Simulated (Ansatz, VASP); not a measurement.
One calculation of Cd3AgF, two programs

```
Cd Ag F
1.0
     2.90318   -3.85424    0.00000
     2.90318    3.85424    0.00000
     0.00000    0.00000    5.02581
Cd Ag F
3 1 1
Direct
  0.68856 0.31144 0.50000
  0.31144 0.68856 0.50000
  0.00000 0.00000 0.00000
  0.50000 0.50000 0.00000
  0.00000 0.00000 0.50000
```

Alike in both runs: functional PBE; k mesh 8 × 8 × 8; occupations gaussian, width 0.1 eV; no spin polarisation.

Ansatz relaxed the structure, and its values are those at the end. VASP's run is a single point on that final structure, the one shown.

|  | VASP | Ansatz |
| --- | --- | --- |
| version | VASP 6.6.1 | Ansatz 0.2.0 |
| potentials or method | VASP PAW PBE potentials, release 64 (Cd, Ag, F), cutoff 520 eV | scalar-relativistic, plane waves, PAW |
| valence electrons in the cell | 54 | 86 |

Ansatz gave:

| Quantity | Value |
| --- | --- |
| gap on the k mesh at the Fermi level (eV) | none |
| pressure (GPa) | 0.0 |
| rms of the force components (eV/Å) | 0.000 |

**Question.** What did VASP give for the same quantities?

**Answer.** gap on the k mesh at the Fermi level (eV): none; pressure (GPa): 0.2; rms of the force components (eV/Å): 0.004.

A gap of «none» marks a metal or a gap that the smearing closes. The functional is the same, so the differences come from potentials, cutoffs and numerics. VASP's potentials hold 54 valence electrons a cell and Ansatz's 86, so a difference there can come from the potentials and not from the codes.
